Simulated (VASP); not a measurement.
# CdS (F-43m) in VASP: notebook

The runs below take CdS through G0W0 quasiparticle levels, with PBE.

Everything below comes from runs of VASP 6.6.1. Logs are shortened: lines on timing, memory, paths and dates and some standing lists are left out, and cuts for length are marked.

### 1 The cell of the first run

The structure is cubic, space group F-43m (No. 216). Conventional cell: a = 6.055 Å, b = 6.055 Å, c = 6.055 Å, α = 90.00°, β = 90.00°, γ = 90.00°. Cd (site symmetry -43m) has 4 S at 2.62 Å within 3.5 Å. S (site symmetry -43m) has 4 Cd at 2.62 Å within 3.5 Å.

### 2 G0W0 quasiparticle levels, PBE

POSCAR

```
CdS
1.0
    0.0000000000      3.0273912883      3.0273912883
    3.0273912883      0.0000000000      3.0273912883
    3.0273912883      3.0273912883      0.0000000000
Cd S
1 1
Direct
    0.0000000000      0.0000000000      0.0000000000
    0.2500000000      0.2500000000      0.2500000000
```

INCAR.step1

```
PREC = Accurate ; ENCUT = 500
EDIFF = 1E-8 ; ISMEAR = 0
SIGMA = 0.01 ; LREAL = False
LASPH = True ; NELM = 100
ALGO = Normal ; LWAVE = True
LCHARG = False ; GGA = PE
```

INCAR.step2

```
PREC = Accurate ; ENCUT = 500
EDIFF = 1E-8 ; ISMEAR = 0
SIGMA = 0.01 ; LREAL = False
LASPH = True ; NELM = 1
ALGO = Exact ; LWAVE = True
LCHARG = False ; GGA = PE
NBANDS = 240 ; LOPTICS = True
ISTART = 1
```

INCAR.step3

```
PREC = Accurate ; ENCUT = 500
EDIFF = 1E-8 ; ISMEAR = 0
SIGMA = 0.01 ; LREAL = False
LASPH = True ; ALGO = EVGW0
LWAVE = False ; LCHARG = False
GGA = PE ; NELMGW = 1
NBANDS = 240 ; ENCUTGW = 150.0
NOMEGA = 96 ; PRECFOCK = Fast
ISTART = 1 ; NBANDSGW = 17
OMEGAMAX = 20
```

KPOINTS

```
regular mesh
0
Gamma
  4 4 4
```

Potentials or basis: VASP PAW PBE potentials, release 64 (Cd_GW, S_GW).

Launch:

```
$ cat potpaw_PBE.64/Cd_GW/POTCAR potpaw_PBE.64/S_GW/POTCAR > POTCAR
$ cp INCAR.step1 INCAR
$ mpirun -np 1 vasp_std > vasp.out
$ cp INCAR.step2 INCAR
$ mpirun -np 1 vasp_std > vasp.out
$ cp INCAR.step3 INCAR
$ mpirun -np 1 vasp_std > vasp.out
```

OUTCAR:

```text
PREC = Accurate
   ENCUT = 500
   EDIFF = 1E-8
   ISMEAR = 0
   LREAL = False
   LASPH = True
   GGA = PE
   NELMGW = 1
   ENCUTGW = 150.0
   PRECFOCK = Fast
   ISTART = 1

 ion  position               nearest neighbor table
   1  0.000  0.000  0.000-   2 2.62   2 2.62   2 2.62   2 2.62
   2  0.250  0.250  0.250-   1 2.62   1 2.62   1 2.62   1 2.62

  LATTYP: Found a face centered cubic cell.
 ALAT       =     6.0547825766

  Lattice vectors:

 A1 = (   0.0000000000,   3.0273912883,   3.0273912883)
 A2 = (   3.0273912883,   0.0000000000,   3.0273912883)
 A3 = (   3.0273912883,   3.0273912883,   0.0000000000)

Analysis of symmetry for initial positions (statically):
=====================================================================
 Subroutine PRICEL returns:
 Original cell was already a primitive cell.

 Routine SETGRP: Setting up the symmetry group for a
 face centered cubic supercell.

 Subroutine GETGRP returns: Found 24 space group operations
 (whereof 24 operations were pure point group operations)
 out of a pool of 48 trial point group operations.

The static configuration has the point symmetry T_d .

Analysis of symmetry for dynamics (positions and initial velocities):
=====================================================================
 Subroutine PRICEL returns:
 Original cell was already a primitive cell.

 Routine SETGRP: Setting up the symmetry group for a
 face centered cubic supercell.

 Subroutine GETGRP returns: Found 24 space group operations
 (whereof 24 operations were pure point group operations)
 out of a pool of 48 trial point group operations.

The dynamic configuration has the point symmetry T_d .

 Subroutine INISYM returns: Found 24 space group operations
 (whereof 24 operations are pure point group operations),
 and found     1 'primitive' translations

----------------------------------------------------------------------------------------

                                     Primitive cell

  volume of cell :      55.4927

  direct lattice vectors                    reciprocal lattice vectors
     0.000000000  3.027391288  3.027391288    -0.165158697  0.165158697  0.165158697
     3.027391288  0.000000000  3.027391288     0.165158697 -0.165158697  0.165158697
     3.027391288  3.027391288  0.000000000     0.165158697  0.165158697 -0.165158697

  length of vectors
     4.281377819  4.281377819  4.281377819     0.286063254  0.286063254  0.286063254

  position of ions in fractional coordinates (direct lattice)
     0.000000000  0.000000000  0.000000000
     0.250000000  0.250000000  0.250000000

  ion indices of the primitive-cell ions
   primitive index   ion index
                 1           1
                 2           2

----------------------------------------------------------------------------------------

 KPOINTS: regular mesh

Automatic generation of k-mesh.
 Grid dimensions read from file:
 generate k-points for:    4    4    4

 Generating k-lattice:

  Cartesian coordinates                     Fractional coordinates (reciprocal lattice)
    -0.041289674  0.041289674  0.041289674     0.250000000  0.000000000  0.000000000
     0.041289674 -0.041289674  0.041289674     0.000000000  0.250000000  0.000000000
     0.041289674  0.041289674 -0.041289674     0.000000000  0.000000000  0.250000000

  Length of vectors
     0.071515814  0.071515814  0.071515814

  Shift w.r.t. Gamma in fractional coordinates (k-lattice)
     0.000000000  0.000000000  0.000000000

 Subroutine IBZKPT returns following result:
 ===========================================

 Found      8 irreducible k-points:

 Following reciprocal coordinates:
            Coordinates               Weight
  0.000000  0.000000  0.000000      1.000000
  0.250000  0.000000  0.000000      8.000000
  0.500000  0.000000  0.000000      4.000000
  0.250000  0.250000  0.000000      6.000000
  0.500000  0.250000  0.000000     24.000000
 -0.250000  0.250000  0.000000     12.000000
  0.500000  0.500000  0.000000      3.000000
 -0.250000  0.500000  0.250000      6.000000
   k-points           NKPTS =      8   k-points in BZ     NKDIM =     64   number of bands    NBANDS=    240
   number of dos      NEDOS =    301   number of ions     NIONS =      2
   total plane-waves  NPLWV =  32768
   dimension x,y,z NGX =    32 NGY =   32 NGZ =   32
   dimension x,y,z NGXF=    64 NGYF=   64 NGZF=   64
   ions per type =               1   1
   NGX,Y,Z   is equivalent  to a cutoff of  12.43, 12.43, 12.43 a.u.
   NGXF,Y,Z  is equivalent  to a cutoff of  24.85, 24.85, 24.85 a.u.
 SYSTEM =  unknown system
   PREC   = accura    normal or accurate (medium, high low for compatibility)
   ISTART =      1    job   : 0-new  1-cont  2-samecut
   ICHARG =      0    charge: 1-file 2-atom 10-const
   ISPIN  =      1    spin polarized calculation?
   LNONCOLLINEAR =      F non collinear calculations
   LSORBIT =      F    spin-orbit coupling
   LASPH  =      T    aspherical Exc in radial PAW
   ENCUT  =  500.0 eV  36.75 Ry    6.06 a.u.   7.81  7.81  7.81*2*pi/ulx,y,z
   NELM   =     60;   NELMIN=  2; NELMDL=  0     # of ELM steps
   EDIFF  = 0.1E-07   stopping-criterion for ELM
   LREAL  =      F    real-space projection
   EDIFFG = 0.1E-06   stopping-criterion for IOM
   NSW    =      0    number of steps for IOM
   IBRION =     -1    ionic relax: 0-MD 1-quasi-New 2-CG
   NFREE  =      0    steps in history (QN), initial steepest desc. (CG)
   ISIF   =      0    stress and relaxation
   ISYM   =      3    0-nonsym 1-usesym 2-fastsym
   POTIM  = 0.5000    time-step for ionic-motion
   TEBEG  =    0.0;   TEEND  =   0.0 temperature during run
   PSTRESS=    0.0 pullay stress
   NELECT =      18.0000    total number of electrons
   NUPDOWN=      -1.0000    fix difference up-down
   EMIN   =  10.00;   EMAX   =-10.00  energy-range for DOS
   EFERMI =   0.00;   METHOD = LEGACY
   ISMEAR =     0;   SIGMA  =   0.01  broadening in eV -4-tet -1-fermi 0-gaus
   EFERMI_NEDOS =   21; number of points for ismear=-14 and -15
   IALGO  =     38    algorithm
   IMIX   =      4    mixing-type and parameters
     AMIX     =   0.40;   BMIX     =  1.00
     AMIX_MAG =   1.60;   BMIX_MAG =  1.00
  volume/ion in A,a.u.               =      27.75       187.24
  Fermi-wavevector in a.u.,A,eV,Ry     =   1.124831  2.125622 17.214687  1.265244
  Thomas-Fermi vector in A             =   2.261504
   LORBIT       =      0    0 simple, 1 ext, 2 COOP (PROOUT), +10 PAW based schemes
   GGA     = PE    functional components
   LHFCALC =     T    Hartree Fock is set to
   PRECFOCK=fast      Normal, Fast or Accurate (Low or Medium for compatibility)
   ENCUT4O =  -1.0   cutoff for four orbital integrals eV
   NKREDX  =     1    reduce k-point grid by
   NKREDY  =     1    reduce k-point grid by
   NKREDZ  =     1    reduce k-point grid by
   AEXX    =    1.0000 exact exchange contribution
   HFSCREEN=    0.0000 screening length (either q_TF or 0.3 A-1)
   HFSCREENC=   0.0000 screening length for correlation (either q_TF or 0.3 A-1)
   ENCUTFOCK=  -1.0 apply spherical cutoff to Coloumb kernel
   IVDW    =     0    specifies the selected vdW correction
   LEPSILON=     F    determine dielectric tensor
   LRPA    =     F    only Hartree local field effects (RPA)
   LRPAFORCE           =     F    calculate RPA forces
   ENCUTGW             = 150.0    cutoff for response function in eV
   ENCUTGWSOFT         = 120.0    soft cutoff for Coulomb kernel in GW response function in eV
   ENCUTLF             =  -1.0    cutoff for local field effects
   NELMGW              =     1    number of iterations in solving QP/BSE equation
   NELMHF              =     1    number of iterations in the inner HF iteration
   NKREDLFX            =     1    NKREDLFY  =   1   NKREDLFZ  =   1
 non-spin polarized calculation
 Gauss-broadening in eV      SIGMA  =   0.01
  energy-cutoff  :      500.00
  volume of cell :       55.49
 maximum number of plane-waves:      1424
  NGX = 18; NGY = 18; NGZ = 18
   NGX = 15   NGY = 15   NGZ = 15
 maximum number of plane-waves:       259
 NGX is ok and might be reduce to    18

 QP shifts <psi_nk| G(iteration)W_0 |psi_nk>: iteration 1
 for sc-GW calculations column KS-energies equals QP-energies in previous step
 and V_xc(KS)=  KS-energies - (<T + V_ion + V_H > + <T+V_H+V_ion>^1  + <V_x>^1)

 k-point   1 :       0.0000    0.0000    0.0000
  band No.  KS-energies  QP-energies   sigma(KS)   V_xc(KS)     V^pw_x(r,r')   Z            occupation Imag(sigma)

      1     -10.1027     -10.4276     -13.5510     -12.9893     -20.7836       0.5785       2.0000       0.9924
      2      -5.7759      -7.5716     -17.8862     -15.2149     -22.9895       0.6722       2.0000       0.1743
      3      -5.7759      -7.5716     -17.8862     -15.2149     -22.9895       0.6722       2.0000       0.1743
      4      -5.7759      -7.5716     -17.8862     -15.2149     -22.9895       0.6722       2.0000       0.1743
      5      -5.4352      -7.3454     -18.2978     -15.4942     -23.2569       0.6813       2.0000       0.1109
      6      -5.4352      -7.3454     -18.2978     -15.4942     -23.2569       0.6813       2.0000       0.1109
[... 9 lines left out ...]
     16      12.8449      13.1337      -9.7772     -10.1819      -4.6054       0.7137       0.0000      -0.2864
     17      14.5871      14.3697      -7.1019      -6.8047      -1.9325       0.7315       0.0000      -0.4645

 k-point   2 :       0.2500    0.0000    0.0000
  band No.  KS-energies  QP-energies   sigma(KS)   V_xc(KS)     V^pw_x(r,r')   Z            occupation Imag(sigma)

      1      -9.9373     -10.3031     -13.8341     -13.2248     -20.9800       0.6004       2.0000       0.9879
      2      -5.7239      -7.5309     -17.9523     -15.2681     -23.0451       0.6732       2.0000       0.1701
      3      -5.7239      -7.5309     -17.9523     -15.2681     -23.0451       0.6732       2.0000       0.1701
      4      -5.5673      -7.3505     -17.7763     -15.1413     -22.8216       0.6767       2.0000       0.1816
      5      -5.4317      -7.3451     -18.2988     -15.4964     -23.2631       0.6828       2.0000       0.1126
      6      -5.4317      -7.3451     -18.2988     -15.4964     -23.2631       0.6828       2.0000       0.1126
[... 9 lines left out ...]
     16      12.6388      12.3826      -6.9124      -6.5638      -1.9177       0.7352       0.0000      -0.3345
     17      15.8293      15.7957      -8.0868      -8.0418      -2.4577       0.7446       0.0000      -0.6176

 k-point   3 :       0.5000    0.0000    0.0000
  band No.  KS-energies  QP-energies   sigma(KS)   V_xc(KS)     V^pw_x(r,r')   Z            occupation Imag(sigma)
[... 85 lines left out ...]
      1      -9.6703     -10.1057     -14.3426     -13.6509     -21.3613       0.6294       2.0000       0.9576
      2      -5.6007      -7.4527     -17.8523     -15.1238     -22.8182       0.6788       2.0000       0.1442
      3      -5.5267      -7.3877     -18.2543     -15.5160     -23.3201       0.6796       2.0000       0.1544
      4      -5.5267      -7.3877     -18.2543     -15.5160     -23.3201       0.6796       2.0000       0.1544
      5      -5.3738      -7.2992     -18.3811     -15.5703     -23.3518       0.6850       2.0000       0.1103
      6      -5.0875      -6.8709     -18.0268     -15.4212     -23.0055       0.6844       2.0000       0.1607
[... 9 lines left out ...]
     16      14.6189      14.9324     -10.0887     -10.5221      -4.4880       0.7234       0.0000      -0.4739
     17      14.6189      14.9324     -10.0887     -10.5221      -4.4880       0.7234       0.0000      -0.4739

 k-point   8 :      -0.2500    0.5000    0.2500
  band No.  KS-energies  QP-energies   sigma(KS)   V_xc(KS)     V^pw_x(r,r')   Z            occupation Imag(sigma)

      1      -9.6713     -10.1028     -14.3327     -13.6508     -21.3638       0.6328       2.0000       0.9592
      2      -5.5979      -7.4471     -18.0776     -15.3522     -23.1267       0.6785       2.0000       0.1559
      3      -5.5979      -7.4471     -18.0776     -15.3522     -23.1267       0.6785       2.0000       0.1559
      4      -5.4624      -7.3650     -18.2883     -15.4993     -23.2840       0.6822       2.0000       0.1271
      5      -5.4251      -7.3301     -18.2672     -15.4745     -23.2364       0.6821       2.0000       0.1173
      6      -4.9650      -6.7548     -18.2705     -15.6533     -23.2541       0.6838       2.0000       0.1550
[... 9 lines left out ...]
     16      14.4051      14.8106     -10.6885     -11.2511      -4.9022       0.7206       0.0000      -0.5252
     17      14.4838      14.8278      -9.8210     -10.2992      -4.1110       0.7192       0.0000      -0.4772
```

Wall time 14 min (1 thread of Intel Xeon Platinum 8259CL at 2.50GHz (Skylake/Cascade Lake), shared host); peak memory 0.75 GiB.

Results:

* Quasiparticle gap: 1.56 eV
* Least direct quasiparticle gap: 1.56 eV
* Band gap of the starting levels on the mesh: 0.88 eV
* Least direct gap of the starting levels on the mesh: 0.88 eV

Caveat: the k points lie up to 0.45 Å⁻¹ apart; bands, screening cutoff and mesh are small and nothing is extrapolated, so the quasiparticle values aren't converged; the structure was generated, so it needn't be the stable form of CdS.

### 3 G0W0 quasiparticle levels, PBE

This run uses another cell than the first one, of 23.17 Å³/atom.

POSCAR

```
CdS
1.0
    0.0000000000      2.8510383978      2.8510383978
    2.8510383978      0.0000000000      2.8510383978
    2.8510383978      2.8510383978      0.0000000000
Cd S
1 1
Direct
    0.0000000000      0.0000000000      0.0000000000
    0.2500000000      0.2500000000      0.2500000000
```

INCAR.step1

```
SYSTEM = CdS
PREC = Accurate ; ENCUT = 500
EDIFF = 1E-8 ; ISMEAR = 0
SIGMA = 0.01 ; LREAL = .FALSE.
LASPH = .TRUE. ; NELM = 60
ALGO = Normal ; LWAVE = .TRUE.
LCHARG = .FALSE. ; GGA = PE
```

INCAR.step2

```
SYSTEM = CdS
PREC = Accurate ; ENCUT = 500
EDIFF = 1E-8 ; ISMEAR = 0
SIGMA = 0.01 ; LREAL = .FALSE.
LASPH = .TRUE. ; NELM = 1
ALGO = Exact ; LWAVE = .TRUE.
LCHARG = .FALSE. ; GGA = PE
NBANDS = 202 ; LOPTICS = .TRUE.
ISTART = 1
```

INCAR.step3

```
SYSTEM = CdS
PREC = Accurate ; ENCUT = 500
EDIFF = 1E-8 ; ISMEAR = 0
SIGMA = 0.01 ; LREAL = .FALSE.
LASPH = .TRUE. ; ALGO = EVGW0
LWAVE = .FALSE. ; LCHARG = .FALSE.
GGA = PE ; NELMGW = 1
NBANDS = 202 ; ENCUTGW = 150.0
NOMEGA = 96 ; PRECFOCK = Fast
ISTART = 1 ; NBANDSGW = 17
OMEGAMAX = 20
```

KPOINTS

```
regular mesh
0
G
  4 4 4
  0 0 0
```

Potentials or basis: VASP PAW PBE potentials, release 64 (Cd_GW, S_GW).

Launch:

```
$ cat potpaw_PBE.64/Cd_GW/POTCAR potpaw_PBE.64/S_GW/POTCAR > POTCAR
$ cp INCAR.step1 INCAR
$ mpirun -np 1 vasp_std > vasp.out
$ cp INCAR.step2 INCAR
$ mpirun -np 1 vasp_std > vasp.out
$ cp INCAR.step3 INCAR
$ mpirun -np 1 vasp_std > vasp.out
```

OUTCAR:

```text
SYSTEM = CdS
   PREC = Accurate
   ENCUT = 500
   EDIFF = 1E-8
   ISMEAR = 0
   LREAL = .FALSE.
   LASPH = .TRUE.
   GGA = PE
   NELMGW = 1
   ENCUTGW = 150.0
   PRECFOCK = Fast
   ISTART = 1

 ion  position               nearest neighbor table
   1  0.000  0.000  0.000-   2 2.47   2 2.47   2 2.47   2 2.47
   2  0.250  0.250  0.250-   1 2.47   1 2.47   1 2.47   1 2.47

  LATTYP: Found a face centered cubic cell.
 ALAT       =     5.7020767956

  Lattice vectors:

 A1 = (   0.0000000000,   2.8510383978,   2.8510383978)
[... 153 lines left out ...]
   ENCUTGWSOFT         = 120.0    soft cutoff for Coulomb kernel in GW response function in eV
   ENCUTLF             =  -1.0    cutoff for local field effects
   NELMGW              =     1    number of iterations in solving QP/BSE equation
   NELMHF              =     1    number of iterations in the inner HF iteration
   NKREDLFX            =     1    NKREDLFY  =   1   NKREDLFZ  =   1
 non-spin polarized calculation
 Gauss-broadening in eV      SIGMA  =   0.01
  energy-cutoff  :      500.00
  volume of cell :       46.35
 maximum number of plane-waves:      1243
 NGX is ok and might be reduce to    30
  NGX = 18; NGY = 18; NGZ = 18
   NGX = 15   NGY = 15   NGZ = 15
 maximum number of plane-waves:       202
 NGX is ok and might be reduce to    18

 QP shifts <psi_nk| G(iteration)W_0 |psi_nk>: iteration 1
 for sc-GW calculations column KS-energies equals QP-energies in previous step
 and V_xc(KS)=  KS-energies - (<T + V_ion + V_H > + <T+V_H+V_ion>^1  + <V_x>^1)

 k-point   1 :       0.0000    0.0000    0.0000
  band No.  KS-energies  QP-energies   sigma(KS)   V_xc(KS)     V^pw_x(r,r')   Z            occupation Imag(sigma)

      1      -9.4281      -9.9097     -13.8092     -13.0189     -21.0206       0.6093       2.0000       0.9955
      2      -4.6408      -6.4600     -17.7443     -15.1445     -22.8736       0.6998       2.0000       0.1428
      3      -4.6408      -6.4600     -17.7443     -15.1445     -22.8736       0.6998       2.0000       0.1428
      4      -4.6408      -6.4600     -17.7443     -15.1445     -22.8736       0.6998       2.0000       0.1428
      5      -4.0638      -6.0426     -18.2717     -15.5028     -23.2315       0.7146       2.0000       0.0862
      6      -4.0638      -6.0426     -18.2717     -15.5028     -23.2315       0.7146       2.0000       0.0862
[... 143 lines left out ...]
      3      -4.3353      -6.2393     -18.0832     -15.4007     -23.1681       0.7098       2.0000       0.1255
      4      -4.1108      -6.0718     -18.2668     -15.5221     -23.2789       0.7145       2.0000       0.1031
      5      -4.0602      -6.0202     -18.1772     -15.4341     -23.1457       0.7145       2.0000       0.0947
      6      -3.3113      -5.1157     -18.1958     -15.6705     -23.1549       0.7145       2.0000       0.1238
[... 9 lines left out ...]
     16      16.6756      16.8134      -9.4386      -9.6251      -3.7196       0.7388       0.0000      -0.4288
     17      16.8993      17.3526     -10.3882     -11.0041      -4.3895       0.7360       0.0000      -0.4374
```

OUTCAR.step1:

```text
SYSTEM = CdS
   PREC = Accurate
   ENCUT = 500
   EDIFF = 1E-8
   ISMEAR = 0
   LREAL = .FALSE.
   LASPH = .TRUE.
[... 330 lines left out ...]
      0.00000      0.00000      0.00000        -0.000000     -0.000000     -0.000000
      1.42552      1.42552      1.42552         0.000000      0.000000      0.000000
 -----------------------------------------------------------------------------------
    total drift:                                0.000000      0.000000      0.000000

  FREE ENERGIE OF THE ION-ELECTRON SYSTEM (eV)
  ---------------------------------------------------
  free  energy   TOTEN  =        -6.0178900921 eV

  energy  without entropy=       -6.0178900921  energy(sigma->0) =       -6.01789009
```

OUTCAR.step2:

```text
SYSTEM = CdS
   PREC = Accurate
   ENCUT = 500
   EDIFF = 1E-8
[... 730 lines left out ...]
  --------------------------------------------------------------------------------------------------------------
     0.00000     9.80253     9.80253     9.80253    -0.00000    -0.00000     0.00000
     1.91290     4.79529     4.79529     4.79529    -0.00000    -0.00000     0.00000
     3.82581     6.08577     6.08577     6.08577    -0.00000    -0.00000     0.00000
     5.73871     2.02386     2.02386     2.02386     0.00000     0.00000    -0.00000
     7.65162     0.54786     0.54786     0.54786     0.00000     0.00000     0.00000
     9.56452     0.15078     0.15078     0.15078    -0.00000     0.00000    -0.00000
[... 92 lines left out ...]
   187.46463     0.98006     0.98006     0.98006     0.00000     0.00000    -0.00000
   189.37753     0.98049     0.98049     0.98049     0.00000     0.00000    -0.00000
```

Run time: 10 min. Hardware: 1 thread of Intel Xeon Platinum 8259CL at 2.50GHz (Skylake/Cascade Lake), shared host; peak memory 0.57 GiB.

Results:

```yaml
Quasiparticle_gap: 2.12 eV
Least_direct_quasiparticle_gap: 2.12 eV
Band_gap_of_the_starting_levels_on_the_mesh: 1.27 eV
Least_direct_gap_of_the_starting_levels_on_the_mesh: 1.27 eV
```

Caveat: the k points lie up to 0.48 Å⁻¹ apart; bands, screening cutoff and mesh are small and nothing is extrapolated, so the quasiparticle values aren't converged; the structure was generated, so it needn't be the stable form of CdS.
